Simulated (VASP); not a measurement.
# C (Fd-3m) in VASP: a series of runs, part 2 of 2

VASP 6.6.1. Earlier steps stand in the parts before.

## (4) Single point, LDA

This run uses another cell than the first one: it holds 4 atoms, not 2.

File INCAR:

```
SYSTEM = C
PREC = Accurate ; ENCUT = 910
EDIFF = 1E-6 ; ISMEAR = -1
SIGMA = 0.02 ; LREAL = .FALSE.
LASPH = .TRUE. ; NELM = 120
ALGO = Normal ; ISIF = 2
LWAVE = .FALSE. ; LCHARG = .TRUE.
GGA = CA ; LELF = .TRUE.
LVHAR = .TRUE. ; NBANDS = 16
GGA_COMPAT = .FALSE.
```

File KPOINTS:

```
Automatic mesh
0
G
  10 7 10
  0 0 0
```

File POSCAR:

```
C
1.0
   -1.7658614237      1.7658614237      0.0000000000
    0.0000000000      0.0000000000      3.5317228474
    1.7658614237      1.7658614237      0.0000000000
C
4
Direct
    0.5000000000      0.3750000000      0.2500000000
    0.0000000000      0.8750000000      0.7500000000
    0.0000000000      0.1250000000      0.2500000000
    0.5000000000      0.6250000000      0.7500000000
```

Potentials or basis: VASP PAW LDA potentials, release 64 (C_h).

Started as:

```
> cat potpaw_LDA.64/C_h/POTCAR > POTCAR
> mpirun -np 1 vasp_std > vasp.out
```

OUTCAR:

```text
SYSTEM = C
   PREC = Accurate
   ENCUT = 910
   EDIFF = 1E-6
   ISMEAR = -1
   LREAL = .FALSE.
   LASPH = .TRUE.
   NELM = 120
   ISIF = 2
   GGA = CA

 ion  position               nearest neighbor table
   1  0.500  0.375  0.250-
   2  0.000  0.875  0.750-
   3  0.000  0.125  0.250-
   4  0.500  0.625  0.750-

  LATTYP: Found a simple tetragonal cell.
 ALAT       =     2.4973051747
 C/A-ratio  =     1.4142135624

  Lattice vectors:

 A1 = (   1.7658614237,  -1.7658614237,   0.0000000000)
 A2 = (   1.7658614237,   1.7658614237,   0.0000000000)
 A3 = (   0.0000000000,   0.0000000000,   3.5317228474)

Analysis of symmetry for initial positions (statically):
=====================================================================
 Subroutine PRICEL returns following result:

  LATTYP: Found a face centered cubic cell.
 ALAT       =     3.5317228474

  Lattice vectors:

 A1 = (   1.7658614237,   0.0000000000,   1.7658614237)
 A2 = (   1.7658614237,   1.7658614237,   0.0000000000)
 A3 = (   0.0000000000,   1.7658614237,   1.7658614237)

   2 primitive cells build up your supercell.

 Routine SETGRP: Setting up the symmetry group for a
 simple tetragonal supercell.

 Subroutine GETGRP returns: Found 16 space group operations
 (whereof  4 operations were pure point group operations)
 out of a pool of 16 trial point group operations.

The static configuration has the point symmetry C_2h.
 The point group associated with its full space group is D_4h.

Analysis of symmetry for dynamics (positions and initial velocities):
=====================================================================
 Subroutine PRICEL returns following result:

  LATTYP: Found a face centered cubic cell.
 ALAT       =     3.5317228474

  Lattice vectors:
[... 131 lines left out ...]
   EFERMI_NEDOS =   21; number of points for ismear=-14 and -15
   IALGO  =     38    algorithm
   IMIX   =      4    mixing-type and parameters
     AMIX     =   0.40;   BMIX     =  1.00
     AMIX_MAG =   1.60;   BMIX_MAG =  1.00
  volume/ion in A,a.u.               =       5.51        37.16
  Fermi-wavevector in a.u.,A,eV,Ry     =   1.471651  2.781017 29.466915  2.165757
  Thomas-Fermi vector in A             =   2.586761
   LORBIT       =      0    0 simple, 1 ext, 2 COOP (PROOUT), +10 PAW based schemes
   GGA     = CA    functional components
   LHFCALC =     F    Hartree Fock is set to
   AEXX    =    0.0000 exact exchange contribution
   IVDW    =     0    specifies the selected vdW correction
   LEPSILON=     F    determine dielectric tensor
   LRPA    =     F    only Hartree local field effects (RPA)
 non-spin polarized calculation
  energy-cutoff  :      910.00
  volume of cell :       22.03
 maximum number of plane-waves:      1393
 NGX is ok and might be reduce to    28

 number of electron      16.0000001 magnetization

 Free energy of the ion-electron system (eV)
  ---------------------------------------------------
  ext. energy  EPLUGINS =         0.00000000
  ---------------------------------------------------
  free energy    TOTEN  =       -40.53351404 eV

  energy without entropy =      -40.53351404  energy(sigma->0) =      -40.53351404

 E-fermi :  11.7225     XC(G=0): -13.7973

 val. band max:       11.3387189206   @ k =   0.0000   0.0000   0.0000
 cond. band min:      15.5111747768   @ k =   0.0000   0.2857   0.0000
 fundamental gap:      4.1724558562
 Fermi energy:        11.7225384471

 k-point     1 :       0.0000    0.0000    0.0000
  band No.  band energies     occupation
      1     -10.3796      2.00000
      2      -1.4832      2.00000
      3      -1.4832      2.00000
      4       4.8658      2.00000
      5       4.8658      2.00000
      6      11.3387      2.00000
[... 433 lines left out ...]
      3      -2.1231      2.00000
      4      -2.1231      2.00000
      5       8.3047      2.00000
      6       8.3047      2.00000
[... 8 lines left out ...]
     15      27.0216      0.00000
     16      27.0216      0.00000

 [... further k-points ...]

------------------------ aborting loop because EDIFF is reached ----------------------------------------

  FORCE on cell =-STRESS in cart. coord.  units (eV):
  Direction    XX          YY          ZZ          XY          YZ          ZX
  --------------------------------------------------------------------------------------
  -------------------------------------------------------------------------------------
  Total        0.0911700      0.0911700      0.0906794     -0.0000000      0.0000000      0.0000000
  in kB        6.6318208      6.6318208      6.5961334     -0.0000000      0.0000000      0.0000000
  external PRESSURE =       6.6199250 kB  Pullay stress =       0.0000000 kB

 VOLUME and BASIS-vectors are now :
 -----------------------------------------------------------------------------
  energy-cutoff  :      910.00
  volume of cell :       22.03
      direct lattice vectors                 reciprocal lattice vectors
    -1.765861424  1.765861424  0.000000000    -0.283147926  0.283147926  0.000000000
     0.000000000  0.000000000  3.531722847     0.000000000  0.000000000  0.283147926
     1.765861424  1.765861424  0.000000000     0.283147926  0.283147926  0.000000000

 POSITION                                       TOTAL-FORCE (eV/Angst)
 -----------------------------------------------------------------------------------
     -0.44147      1.32440      1.32440         0.000000      0.000000     -0.000000
      1.32440      1.32440      3.09026         0.000000     -0.000000     -0.000000
      0.44147      0.44147      0.44147        -0.000000     -0.000000      0.000000
      0.44147      2.20733      2.20733        -0.000000      0.000000      0.000000
 -----------------------------------------------------------------------------------
    total drift:                               -0.000000     -0.000000      0.000000

  FREE ENERGIE OF THE ION-ELECTRON SYSTEM (eV)
  ---------------------------------------------------
  free  energy   TOTEN  =       -40.5335140431 eV

  energy  without entropy=      -40.5335140430  energy(sigma->0) =      -40.53351404
```

stdout:

```text
POSCAR found type information on POSCAR C
 POSCAR found :  1 types and       4 ions
 scaLAPACK will be used
 LDA part: xc-table for (Slater(with rela. corr.)+CA(PZ))
 , standard interpolation
 POSCAR, INCAR and KPOINTS ok, starting setup
 FFT: planning ... GRIDC
 FFT: planning ... GRID_SOFT
 FFT: planning ... GRID
 WAVECAR not read
 entering main loop
```

Run time: 39 s. Hardware: 1 thread of Intel Xeon Platinum 8488C (Sapphire Rapids), shared host; peak memory 0.17 GiB.

What came out:

| Quantity | Value |
| --- | --- |
| Free energy | -40.5335 eV |
| Pressure | 0.7 GPa |
| Band gap on the k mesh | 4.17 eV |

Levels at points of the mesh, in eV from the valence-band top:
```
           k point  band 6  band 7  band 8  band 9  band 10  band 11
(0.00, 0.00, 0.00)    0.00    0.00    0.00    4.77     4.77     5.63
(0.50, 0.00, 0.00)   -7.80   -3.09   -3.09    8.03     8.03    10.13
(0.50, 0.00, 0.50)   -6.47   -6.47   -6.47    4.77     4.77     4.77
```

Caveat: the cutoff is under 1.25 times the usual one of these potentials, so pressure, stress and relaxed cells hold a basis-set (Pulay) error. Expect the measured gap to be larger: semilocal functionals such as LDA lack the derivative discontinuity.

## (5) Summary

```tsv
task	potentials or basis	cell	k mesh	cutoff (eV)	second run	gap on the mesh (eV)	pressure (GPa)
relaxation of cell and atoms	VASP PAW LDA potentials, release 64 (C)	relaxed from a = 2.843 Å, angles 60.0°, 2 atoms	14 × 14 × 14	600	-	4.17	0.0
single point	VASP PAW LDA potentials, release 64 (C_h)	a = 2.497 Å, angles 60.0°, 2 atoms	14 × 14 × 14	910	hard_potentials	4.17	0.7
single point	VASP PAW LDA potentials, release 64 (C_h)	a = 2.497, b = 3.532 Å, 4 atoms	10 × 7 × 10	910	hard_potentials	4.17	0.7
```

Alike in all rows: level LDA; no spin polarisation; smearing fermi-dirac 0.02 eV.

Caveats: the cutoff is under 1.25 times the usual one of these potentials, so pressure, stress and relaxed cells hold a basis-set (Pulay) error (some runs).

Absolute energies hang on the potentials; compare differences alone.
